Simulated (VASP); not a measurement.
Runs of VASP 6.6.1 on Al. The structure is that of space group I4/mmm (No. 139), or close to it. The cells are those of the table. 

| cell | gap on the mesh (eV) | pressure (GPa) |
| --- | --- | --- |
| a = 2.859 Å, angles 100.0, 100.0, 130.6°, 1 atom | none | (a) |
| a = 2.801 Å, angles 117.3, 117.3, 94.8°, 1 atom | none | 0.9 |
| a = 2.772 Å, angles 105.4, 105.4, 118.0°, 1 atom | none | (b) |
| a = 2.777 Å, angles 114.7, 114.7, 99.4°, 1 atom | none | 1.6 |
| a = 2.762 Å, angles 112.1, 112.1, 104.2°, 1 atom | none | 2.1 |

Alike in all rows: task single point; level PBEsol; potentials or basis VASP PAW PBE potentials, release 64 (Al); no spin polarisation; k mesh 24 × 24 × 24; cutoff (eV) 520; smearing gaussian 0.15 eV.

**Question.** Fill in the values left out.

**Answer.** (a) 11.0; (b) 2.5.

Caveats: the PAW data sets were made with another functional, which shifts forces and pressure a little; the stress differs along the axes, from -1 to 36 GPa (at least some runs); the stress differs along the axes, from -1 to 7 GPa (at least some runs).

A gap of «none» marks levels without a gap at the run's occupations.
